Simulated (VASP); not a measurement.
# Ta3Cu (I4/mmm) in VASP: notebook

Ta3Cu is run at these levels: PBE; tasks: single point.

Program: VASP 6.6.1. These are calculated values, not measurements. Logs are shortened: lines on timing, memory, paths and dates and some standing lists are left out, and cuts for length are marked.

**1. The cell of the first run**

Symmetry: I4/mmm, No. 139, tetragonal system. Conventional cell: a = 4.013 Å, b = 4.013 Å, c = 8.416 Å, α = 90.00°, β = 90.00°, γ = 90.00°. Ta (site symmetry -4m2) has 8 Ta at 2.84 to 2.91 Å and 4 Cu at 2.91 Å within 3.7 Å. Ta (site symmetry 4/mmm) has 4 Cu at 2.84 Å and 8 Ta at 2.91 Å within 3.7 Å. Cu (site symmetry 4/mmm) has 12 Ta at 2.84 to 2.91 Å within 3.7 Å.

**2. Single point, PBE**

INCAR

```
  ALGO = Normal
  EDIFF = 1E-6
  ENCUT = 520
  GGA = PE
  ISIF = 2
  ISMEAR = 0
  LASPH = True
  LCHARG = True
  LELF = True
  LREAL = False
  LVHAR = True
  LWAVE = False
  NBANDS = 30
  NELM = 80
  PREC = Accurate
  SIGMA = 0.1
```

KPOINTS

```
k-points
0
Gamma
  6 6 6
```

POSCAR

```
Ta3Cu
1.0
   -2.0065070000      2.0065070000      4.2081700000
    2.0065070000     -2.0065070000      4.2081700000
    2.0065070000      2.0065070000     -4.2081700000
Ta Cu
3 1
Direct
    0.7500000000      0.2500000000      0.5000000000
    0.2500000000      0.7500000000      0.5000000000
    0.5000000000      0.5000000000      0.0000000000
    0.0000000000      0.0000000000      0.0000000000
```

Potentials or basis: VASP PAW PBE potentials, release 64 (Ta_pv, Cu).

On the command line:

```bash
> cat potpaw_PBE.64/Ta_pv/POTCAR potpaw_PBE.64/Cu/POTCAR > POTCAR
> mpirun -np 1 vasp_std > vasp.out
```

OUTCAR:

```text
EDIFF = 1E-6
   ENCUT = 520
   GGA = PE
   ISIF = 2
   ISMEAR = 0
   LASPH = True
   LREAL = False
   NELM = 80
   PREC = Accurate

 ion  position               nearest neighbor table
   1  0.750  0.250  0.500-   2 2.84   2 2.84   2 2.84   2 2.84   4 2.91   3 2.91   4 2.91   4 2.91
                             3 2.91   3 2.91   4 2.91   3 2.91
   2  0.250  0.750  0.500-   1 2.84   1 2.84   1 2.84   1 2.84   4 2.91   3 2.91   4 2.91   3 2.91
                             4 2.91   4 2.91   3 2.91   3 2.91
   3  0.500  0.500  0.000-   4 2.84   4 2.84   4 2.84   4 2.84   2 2.91   1 2.91   2 2.91   1 2.91
                             2 2.91   2 2.91   1 2.91   1 2.91
   4  0.000  0.000  0.000-   3 2.84   3 2.84   3 2.84   3 2.84   2 2.91   1 2.91   2 2.91   2 2.91
                             1 2.91   1 2.91   2 2.91   1 2.91

  LATTYP: Found a body centered tetragonal cell.
 ALAT       =     4.0130140000
 C/A-ratio  =     2.0972615595

  Lattice vectors:

 A1 = (  -2.0065070000,   2.0065070000,   4.2081700000)
 A2 = (   2.0065070000,  -2.0065070000,   4.2081700000)
 A3 = (   2.0065070000,   2.0065070000,  -4.2081700000)

Analysis of symmetry for initial positions (statically):
=====================================================================
 Subroutine PRICEL returns:
 Original cell was already a primitive cell.

 Routine SETGRP: Setting up the symmetry group for a
 body centered tetragonal supercell.

 Subroutine GETGRP returns: Found 16 space group operations
 (whereof 16 operations were pure point group operations)
 out of a pool of 16 trial point group operations.

The static configuration has the point symmetry D_4h.

Analysis of symmetry for dynamics (positions and initial velocities):
=====================================================================
 Subroutine PRICEL returns:
 Original cell was already a primitive cell.

 Routine SETGRP: Setting up the symmetry group for a
 body centered tetragonal supercell.

 Subroutine GETGRP returns: Found 16 space group operations
 (whereof 16 operations were pure point group operations)
 out of a pool of 16 trial point group operations.

The dynamic configuration has the point symmetry D_4h.

 Subroutine INISYM returns: Found 16 space group operations
 (whereof 16 operations are pure point group operations),
 and found     1 'primitive' translations

----------------------------------------------------------------------------------------

                                     Primitive cell

  volume of cell :      67.7696

  direct lattice vectors                    reciprocal lattice vectors
    -2.006507000  2.006507000  4.208170000     0.000000000  0.249189263  0.118816493
     2.006507000 -2.006507000  4.208170000     0.249189263  0.000000000  0.118816493
     2.006507000  2.006507000 -4.208170000     0.249189263  0.249189263  0.000000000

  length of vectors
     5.075513317  5.075513317  5.075513317     0.276066383  0.276066383  0.352406835

  position of ions in fractional coordinates (direct lattice)
     0.750000000  0.250000000  0.500000000
     0.250000000  0.750000000  0.500000000
     0.500000000  0.500000000  0.000000000
     0.000000000  0.000000000  0.000000000

  ion indices of the primitive-cell ions
   primitive index   ion index
                 1           1
                 2           2
                 3           3
                 4           4

----------------------------------------------------------------------------------------

 KPOINTS: k-points

Automatic generation of k-mesh.
 Grid dimensions read from file:
 generate k-points for:    6    6    6

 Generating k-lattice:

  Cartesian coordinates                     Fractional coordinates (reciprocal lattice)
     0.000000000  0.041531544  0.019802749     0.166666667  0.000000000 -0.000000000
     0.041531544  0.000000000  0.019802749     0.000000000  0.166666667 -0.000000000
     0.041531544  0.041531544  0.000000000     0.000000000  0.000000000  0.166666667

  Length of vectors
     0.046011064  0.046011064  0.058734472

  Shift w.r.t. Gamma in fractional coordinates (k-lattice)
     0.000000000  0.000000000  0.000000000

 Subroutine IBZKPT returns following result:
 ===========================================

 Found     30 irreducible k-points:

 Following reciprocal coordinates:
            Coordinates               Weight
  0.000000  0.000000  0.000000      1.000000
  0.166667 -0.000000  0.000000      8.000000
  0.333333  0.000000  0.000000      8.000000
  0.500000 -0.000000  0.000000      4.000000
  0.166667  0.166667  0.000000      8.000000
  0.333333  0.166667 -0.000000     16.000000
[... 16 lines left out ...]
 -0.333333 -0.333333  0.166667      8.000000
 -0.166667 -0.333333  0.166667      8.000000
 [... further k-points ...]
   k-points           NKPTS =     30   k-points in BZ     NKDIM =     30   number of bands    NBANDS=     30
   number of dos      NEDOS =    301   number of ions     NIONS =      4
   total plane-waves  NPLWV =  64000
   dimension x,y,z NGX =    40 NGY =   40 NGZ =   40
   dimension x,y,z NGXF=    80 NGYF=   80 NGZF=   80
   ions per type =               3   1
   NGX,Y,Z   is equivalent  to a cutoff of  13.10, 13.10, 13.10 a.u.
   NGXF,Y,Z  is equivalent  to a cutoff of  26.20, 26.20, 26.20 a.u.
 SYSTEM =  unknown system
   PREC   = accura    normal or accurate (medium, high low for compatibility)
   ISTART =      0    job   : 0-new  1-cont  2-samecut
   ICHARG =      2    charge: 1-file 2-atom 10-const
   ISPIN  =      1    spin polarized calculation?
   LNONCOLLINEAR =      F non collinear calculations
   LSORBIT =      F    spin-orbit coupling
   LASPH  =      T    aspherical Exc in radial PAW
   ENCUT  =  520.0 eV  38.22 Ry    6.18 a.u.   9.44  9.44  9.44*2*pi/ulx,y,z
   NELM   =     80;   NELMIN=  2; NELMDL= -5     # of ELM steps
   EDIFF  = 0.1E-05   stopping-criterion for ELM
   LREAL  =      F    real-space projection
   EDIFFG = 0.1E-04   stopping-criterion for IOM
   NSW    =      0    number of steps for IOM
   IBRION =     -1    ionic relax: 0-MD 1-quasi-New 2-CG
   NFREE  =      0    steps in history (QN), initial steepest desc. (CG)
   ISIF   =      2    stress and relaxation
   ISYM   =      2    0-nonsym 1-usesym 2-fastsym
   POTIM  = 0.5000    time-step for ionic-motion
   TEBEG  =    0.0;   TEEND  =   0.0 temperature during run
   PSTRESS=    0.0 pullay stress
   NELECT =      44.0000    total number of electrons
   NUPDOWN=      -1.0000    fix difference up-down
   EMIN   =  10.00;   EMAX   =-10.00  energy-range for DOS
   EFERMI =   0.00;   METHOD = LEGACY
   ISMEAR =     0;   SIGMA  =   0.10  broadening in eV -4-tet -1-fermi 0-gaus
   EFERMI_NEDOS =   21; number of points for ismear=-14 and -15
   IALGO  =     38    algorithm
   IMIX   =      4    mixing-type and parameters
     AMIX     =   0.40;   BMIX     =  1.00
     AMIX_MAG =   1.60;   BMIX_MAG =  1.00
  volume/ion in A,a.u.               =      16.94       114.33
  Fermi-wavevector in a.u.,A,eV,Ry     =   1.417580  2.678837 27.341349  2.009532
  Thomas-Fermi vector in A             =   2.538795
   LORBIT       =      0    0 simple, 1 ext, 2 COOP (PROOUT), +10 PAW based schemes
   GGA     = PE    functional components
   LHFCALC =     F    Hartree Fock is set to
   AEXX    =    0.0000 exact exchange contribution
   IVDW    =     0    specifies the selected vdW correction
   LEPSILON=     F    determine dielectric tensor
   LRPA    =     F    only Hartree local field effects (RPA)
 non-spin polarized calculation
 Gauss-broadening in eV      SIGMA  =   0.10
  energy-cutoff  :      520.00
  volume of cell :       67.77
 maximum number of plane-waves:      1863
 NGX is ok and might be reduce to    40
   NGX = 19   NGY = 19   NGZ = 19

 number of electron      43.9999994 magnetization

 Free energy of the ion-electron system (eV)
  ---------------------------------------------------
  ext. energy  EPLUGINS =         0.00000000
  ---------------------------------------------------
  free energy    TOTEN  =       -38.53903797 eV

  energy without entropy =      -38.52626412  energy(sigma->0) =      -38.53265105

 E-fermi :   5.9708     XC(G=0): -12.4828

 val. band max:        5.9504666748   @ k =   0.5000   0.5000   0.0000
 cond. band min:       6.0212488685   @ k =   0.3333   0.3333   0.1667
 fundamental gap:      0.0707821938
 Fermi energy:         5.9707587912

 k-point     1 :       0.0000    0.0000    0.0000
  band No.  band energies     occupation
      1     -28.6249      2.00000
      2     -28.4614      2.00000
      3     -28.4614      2.00000
      4     -28.2977      2.00000
      5     -28.2977      2.00000
      6     -28.1081      2.00000
[... 22 lines left out ...]
     29      10.3027      0.00000
     30      11.4059      0.00000

 k-point     2 :       0.1667   -0.0000    0.0000
  band No.  band energies     occupation
      1     -28.6088      2.00000
      2     -28.4437      2.00000
      3     -28.4404      2.00000
      4     -28.3180      2.00000
      5     -28.2750      2.00000
      6     -28.0525      2.00000
[... 22 lines left out ...]
     29      10.6194      0.00000
     30      10.9441      0.00000

 k-point     3 :       0.3333    0.0000    0.0000
  band No.  band energies     occupation
      1     -28.5533      2.00000
      2     -28.4605      2.00000
      3     -28.4059      2.00000
      4     -28.2388      2.00000
      5     -28.1931      2.00000
      6     -27.9970      2.00000
[... 22 lines left out ...]
     29       9.3551      0.00000
     30      11.0406      0.00000

 k-point     4 :       0.5000   -0.0000    0.0000
  band No.  band energies     occupation
      1     -28.5577      2.00000
      2     -28.3931      2.00000
      3     -28.3718      2.00000
      4     -28.2005      2.00000
      5     -28.1200      2.00000
      6     -28.0969      2.00000
[... 22 lines left out ...]
     29       8.4859      0.00000
     30      11.2783      0.00000

 k-point     5 :       0.1667    0.1667    0.0000
  band No.  band energies     occupation
      1     -28.6073      2.00000
      2     -28.5087      2.00000
      3     -28.4351      2.00000
      4     -28.2268      2.00000
      5     -28.2075      2.00000
      6     -28.0149      2.00000
[... 22 lines left out ...]
     29      10.3202      0.00000
     30      11.0397      0.00000
[... 526 lines left out ...]
     29      10.3737      0.00000
     30      10.7700      0.00000

 k-point    22 :      -0.1667    0.5000    0.1667
  band No.  band energies     occupation
      1     -28.5428      2.00000
      2     -28.4710      2.00000
      3     -28.4105      2.00000
      4     -28.1765      2.00000
      5     -28.0993      2.00000
      6     -28.0923      2.00000
[... 22 lines left out ...]
     29       9.4266      0.00000
     30      11.2508      0.00000

 k-point    23 :      -0.3333   -0.3333    0.1667
  band No.  band energies     occupation
      1     -28.6179      2.00000
      2     -28.4684      2.00000
      3     -28.4681      2.00000
      4     -28.1597      2.00000
      5     -28.0905      2.00000
      6     -28.0609      2.00000
[... 22 lines left out ...]
     29      10.5011      0.00000
     30      10.7877      0.00000

 k-point    24 :      -0.1667   -0.3333    0.1667
  band No.  band energies     occupation
      1     -28.5379      2.00000
      2     -28.5287      2.00000
      3     -28.5152      2.00000
      4     -28.2013      2.00000
      5     -28.1663      2.00000
      6     -28.0524      2.00000
[... 22 lines left out ...]
     29      10.2755      0.00000
     30      10.8730      0.00000

 [... further k-points ...]

------------------------ aborting loop because EDIFF is reached ----------------------------------------

  FORCE on cell =-STRESS in cart. coord.  units (eV):
  Direction    XX          YY          ZZ          XY          YZ          ZX
  --------------------------------------------------------------------------------------
  -------------------------------------------------------------------------------------
  Total        0.2016668      0.2016668      0.3782861      0.0000000     -0.0000000      0.0000000
  in kB        4.7677155      4.7677155      8.9432689      0.0000000     -0.0000000      0.0000000
  external PRESSURE =       6.1595666 kB  Pullay stress =       0.0000000 kB

 VOLUME and BASIS-vectors are now :
 -----------------------------------------------------------------------------
  energy-cutoff  :      520.00
  volume of cell :       67.77
      direct lattice vectors                 reciprocal lattice vectors
    -2.006507000  2.006507000  4.208170000     0.000000000  0.249189263  0.118816493
     2.006507000 -2.006507000  4.208170000     0.249189263  0.000000000  0.118816493
     2.006507000  2.006507000 -4.208170000     0.249189263  0.249189263  0.000000000

 POSITION                                       TOTAL-FORCE (eV/Angst)
 -----------------------------------------------------------------------------------
      0.00000      2.00651      2.10408         0.000000     -0.000000     -0.000000
      2.00651      0.00000      2.10408        -0.000000      0.000000     -0.000000
      0.00000      0.00000      4.20817         0.000000      0.000000      0.000000
      0.00000      0.00000      0.00000         0.000000      0.000000      0.000000
 -----------------------------------------------------------------------------------
    total drift:                               -0.000000     -0.000000      0.000000

  FREE ENERGIE OF THE ION-ELECTRON SYSTEM (eV)
  ---------------------------------------------------
  free  energy   TOTEN  =       -38.5390379685 eV

  energy  without entropy=      -38.5262641249  energy(sigma->0) =      -38.53265105
```

It took 2.5 min on 1 thread of Intel Xeon Platinum 8488C (Sapphire Rapids), shared host; peak memory 0.26 GiB.

Results:

```yaml
Free_energy: -38.5390 eV
Pressure: 0.6 GPa
Band_gap_on_the_k_mesh: zero (bands 22 and 23 overlap by 0.75 eV)
```

Caveat: spin-orbit coupling is left out, which moves the levels of the heavy elements.

(Continued in part 2 of 2.)

The gap in the log of VASP goes by the Fermi energy; the results here count the filled bands.